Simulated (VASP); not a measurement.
SnTe, 2 atoms in the cell. The structure is cubic, space group Fm-3m (No. 225). Conventional cell: a = 6.379 Å, b = 6.379 Å, c = 6.379 Å, α = 90.00°, β = 90.00°, γ = 90.00°. Sn (site symmetry m-3m) has 6 Te at 3.19 Å within 4.2 Å. Within 4.2 Å of Te (site symmetry m-3m) lie 6 Sn at 3.19 Å. 

* Program: VASP 6.6.1
* Task: single point
* Functional: PBE
* Potentials or basis: VASP PAW PBE potentials, release 64 (Sn_d, Te)
* Cutoff: 520 eV
* k mesh: 8 × 8 × 8
* Occupations: fermi-dirac, width 0.02 eV
* Spin: non-collinear spin, zero start, spin-orbit coupling
* Starting moments: [[0.0, 0.0, 0.0], [0.0, 0.0, 0.0]] μB
* Dipole correction: no
* Further INCAR settings: ALGO = Normal; EDIFF = 1e-06; NBANDS = 32

Potentials or basis: VASP PAW PBE potentials, release 64 (Sn_d, Te).

Run with:

```sh
$ cat potpaw_PBE.64/Sn_d/POTCAR potpaw_PBE.64/Te/POTCAR > POTCAR
$ mpirun -np 1 vasp_ncl > vasp.out
```

Hardware: 1 thread of Intel(R) Xeon(R) Platinum 8375C CPU @ 2.90GHz (Ice Lake), on a shared host.

Question: Estimate the wall time of this run.

Answer: Run time: 2.4 min on 1 thread of Intel(R) Xeon(R) Platinum 8375C CPU @ 2.90GHz (Ice Lake), with other jobs on the host, peak memory 0.42 GiB. Counts: scf iterations 13, k points 29.
